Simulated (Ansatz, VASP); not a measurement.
## Two plane-wave programs on BN

```xyz
8
Lattice="2.1756 -1.2561 -0.0073 -2.1756 -3.7682 0.0073 0.6519 1.2561 -8.3581" Properties=species:S:1:pos:R:3 pbc="T T T"
B     0.6520   -3.7682   -8.3525
B    -0.7618   -3.7682   -4.1698
B     0.6520   -1.2561   -8.3525
B     1.4138   -2.5122   -4.1772
N    -0.7984   -1.2561   -8.3475
N    -0.0366   -2.5122   -4.1721
N     1.3772    0.0000   -8.3548
N    -0.0366    0.0000   -4.1721
```

Alike in both runs: task single point; functional PBE; k mesh 6 × 4 × 2; occupations gaussian, width 0.1 eV; no spin polarisation.

|  | VASP | Ansatz |
| --- | --- | --- |
| version | VASP 6.6.1 | Ansatz 0.2.0 |
| potentials or method | VASP PAW PBE potentials, release 64 (B, N), cutoff 520 eV | scalar-relativistic, plane waves, PAW |
| valence electrons in the cell | 32 | 32 |

VASP gave:

```
gap on the k mesh at the Fermi level (eV)                     : 4.39
least direct gap on the mesh (eV)                             : 4.65
pressure (GPa)                                                : 0.1
traceless stress, the component that is largest in VASP (GPa) : -0.13
rms of the force components (eV/Å)                            : 0.005
```

Task: What did Ansatz give for the same quantities?

Result: gap on the k mesh at the Fermi level (eV): 4.39; least direct gap on the mesh (eV): 4.65; pressure (GPa): 0.0; traceless stress, the component that is largest in VASP (GPa): 0.04; rms of the force components (eV/Å): 0.005.

Atom by atom the forces differ by 0.000 eV/Å (rms over components).
